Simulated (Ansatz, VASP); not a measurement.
**One calculation of Ni, two programs**

Contents of INCAR:

```
  ALGO = Normal
  EDIFF = 1E-6
  EDIFFG = -0.005
  ENCUT = 600
  GGA = PE
  IBRION = 2
  ISIF = 3
  ISMEAR = -1
  ISPIN = 2
  LASPH = T
  LCHARG = F
  LMAXMIX = 4
  LORBIT = 11
  LREAL = F
  LWAVE = F
  MAGMOM = 1 1 1
  NELM = 150
  NSW = 60
  PREC = Accurate
  SIGMA = 0.08
```

Contents of KPOINTS:

```
k-points
0
Gamma
  9 9 12
```

Contents of POSCAR:

```
Ni
1.0
    3.9341288434      0.0000000000      0.0000000000
   -1.9670644217      3.4070555201      0.0000000000
    0.0000000000      0.0000000000      2.4391598829
Ni
3
Direct
    0.0000000000      0.0000000000      0.0000000000
    0.3333333333      0.6666666667      0.5000000000
    0.6666666667      0.3333333333      0.5000000000
```

Input for Ansatz:

```yaml
crystal:
  lattice:
    - [3.9341288434, 0.0, 0.0]
    - [-1.9670644217, 3.4070555201, 0.0]
    - [0.0, 0.0, 2.4391598829]
  atoms:
    - { symbol: Ni, position: [0.0, 0.0, 0.0], spin: 1.0 }
    - { symbol: Ni, position: [0.3333333333, 0.6666666667, 0.5], spin: 1.0 }
    - { symbol: Ni, position: [0.6666666667, 0.3333333333, 0.5], spin: 1.0 }
magnetization:
  spin_polarized: true
kpoints:
  mp_grid: { grid: [9, 9, 12] }
scf:
  occupations: { method: fermi_dirac, width: 0.08 }
hamiltonian:
  xc: pbe
  pseudopotentials: { kind: paw }
output:
  forces: true
  stress: true
relax:
  f_tol: 0.005
  max_steps: 40
  cell: {}
```

Alike in both runs: task relaxation of cell and atoms; functional PBE; k mesh 9 × 9 × 12; occupations fermi-dirac, width 0.08 eV; collinear spin.

|  | VASP | Ansatz |
| --- | --- | --- |
| version | VASP 6.6.1 | Ansatz 0.2.0 |
| potentials or method | VASP PAW PBE potentials, release 64 (Ni) | PAW with Ansatz's default frozen-core files, scalar-relativistic |
| plane-wave cutoff (eV) | 600 | 420 |
| valence electrons in the cell | 30 | 54 |

Ansatz gave:

| Quantity | Value |
| --- | --- |
| net moment per atom (μB) | 0.63 |
| size of the moment on the site where the two differ most (μB) | 0.64 |
| relaxed volume (Å³/atom) | 11.13 |
| relaxed length of the cell vector where the two differ most in proportion (Å) | 2.419 |

Question: What did VASP give for the same quantities?

Answer: net moment per atom (μB): 0.61; size of the moment on the site where the two differ most (μB): 0.59; relaxed volume (Å³/atom): 11.12; relaxed length of the cell vector where the two differ most in proportion (Å): 2.417.

Site moments also hang on the region over which each program counts them. VASP's potentials hold 30 valence electrons a cell and Ansatz's 54, so a difference there can come from the potentials and not from the codes.
